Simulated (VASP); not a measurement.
## CdSiAg2Te4: single point with r2SCAN

The system is CdSiAg2Te4.

```
Ag Cd Si Te
1.0
    -3.23184    3.23184    6.23750
     3.23184   -3.23184    6.23750
     3.23184    3.23184   -6.23750
Ag Cd Si Te
2 1 1 4
Direct
  0.00000 0.00000 0.00000
  0.75000 0.25000 0.50000
  0.25000 0.75000 0.50000
  0.50000 0.50000 0.00000
  0.14834 0.60992 0.99223
  0.39008 0.38231 0.53842
  0.61769 0.15611 0.00777
  0.84389 0.85166 0.46158
```

| Quantity | Value |
| --- | --- |
| Program | VASP 6.6.1 |
| Task | single point |
| Functional | r2SCAN |
| Potentials or basis | VASP PAW PBE potentials, release 64 (Ag, Cd, Si, Te) |
| Cutoff | 520 eV |
| k mesh | 6 × 6 × 6 |
| Occupations | gaussian, width 0.01 eV |
| Spin | no spin polarisation |
| Dipole correction | no |
| Further INCAR settings | ALGO = Normal; EDIFF = 1e-06; NBANDS = 41 |

The pressure is -1.3 GPa. The largest force is 0.070 eV/Å. The band gap on the k mesh is 0.88 eV.

Forces on the atoms (eV/Å):
```
Ag   0.000  0.000  0.000
Ag   0.000  0.000  0.000
Cd   0.000  0.000  0.000
Si   0.000  0.000  0.000
Te  -0.048  0.038  0.034
Te   0.038  0.048 -0.034
Te   0.048 -0.038  0.034
Te  -0.038 -0.048 -0.034
```

Levels at points of the mesh, in eV from the valence-band top:
| k point | band 27 | band 28 | band 29 | band 30 | band 31 | band 32 | band 33 | band 34 | band 35 | band 36 |
| --- | --- | --- | --- | --- | --- | --- | --- | --- | --- | --- |
| (0.00, 0.00, 0.00) | -1.59 | -1.59 | -0.05 | -0.05 | 0.00 | 0.88 | 2.23 | 2.65 | 3.49 | 3.49 |
| (0.50, 0.00, 0.00) | -1.63 | -1.32 | -1.05 | -0.97 | -0.29 | 2.13 | 2.63 | 3.06 | 4.03 | 4.16 |
| (0.50, 0.50, 0.00) | -1.02 | -0.94 | -0.68 | -0.27 | -0.25 | 1.23 | 1.99 | 2.39 | 3.82 | 4.08 |
| (0.50, 0.50, 0.50) | -1.46 | -1.09 | -1.09 | -0.83 | -0.83 | 1.84 | 2.55 | 2.64 | 2.64 | 2.89 |

Wall time 36 min on 1 thread of Intel Xeon 8259CL, with other jobs on the host, peak memory 0.81 GiB.

Caveat: the PAW data sets were made with another functional, which shifts forces and pressure a little; spin-orbit coupling is left out, which moves the levels of the heavy elements. A k mesh can miss the band edges.
